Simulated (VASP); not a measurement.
Wanted: the native input for a VASP 6.6.1 run.

* Task: single point
* Functional: PBE
* Potentials or basis: VASP PAW PBE potentials, release 64 (Hf_pv, Br)
* Cutoff: 520 eV
* k mesh: 4 × 4 × 4
* Occupations: gaussian, width 0.1 eV
* Spin: no spin polarisation
* Dipole correction: no
* Further INCAR settings: ALGO = Normal; EDIFF = 1e-07; NBANDS = 38

The structure of Hf5Br lies in POSCAR:

```
Hf5Br
1.0
    0.0000000000      4.0570189100      4.0570189100
    4.0570189100      0.0000000000      4.0570189100
    4.0570189100      4.0570189100      0.0000000000
Hf Br
5 1
Direct
    0.0000000000      0.0000000000      0.0000000000
    0.1555313500      0.1555313500      0.1555313500
    0.1555313500      0.1555313500      0.5334059600
    0.1555313500      0.5334059600      0.1555313500
    0.5334059600      0.1555313500      0.1555313500
    0.5000000000      0.5000000000      0.5000000000
```

One way to write it, as run:

INCAR

```
PREC     = Accurate       # precision mode
ENCUT    = 520            # plane-wave cutoff, eV
EDIFF    = 1E-7           # SCF threshold, eV
ISMEAR   = 0              # smearing method
SIGMA    = 0.1            # smearing width, eV
LREAL    = False          # projectors in reciprocal space
LASPH    = True           # aspherical terms in the spheres
NELM     = 100            # most SCF steps
ALGO     = Normal         # electronic algorithm
ISIF     = 2              # what is computed and relaxed
LWAVE    = False          # write WAVECAR
LCHARG   = False          # write CHGCAR
GGA      = PE             # functional
NBANDS   = 38             # bands
```

KPOINTS

```
regular mesh
0
Gamma
  4 4 4
```

Potentials or basis: VASP PAW PBE potentials, release 64 (Hf_pv, Br).

Command:

```console
$ cat potpaw_PBE.64/Hf_pv/POTCAR potpaw_PBE.64/Br/POTCAR > POTCAR
$ mpirun -np 1 vasp_std > vasp.out
```

It gave:

| Item | Value |
| --- | --- |
| Pressure | 67.0 GPa |
| Largest force | 13.860 eV/Å |

Caveat: an odd number of electrons without spin polarisation forces a metal; a magnetic or distorted state may lie lower.

Wall time 69 s on 1 thread of Intel(R) Xeon(R) Platinum 8375C CPU @ 2.90GHz (Ice Lake) (shared host), peak memory 0.32 GiB.
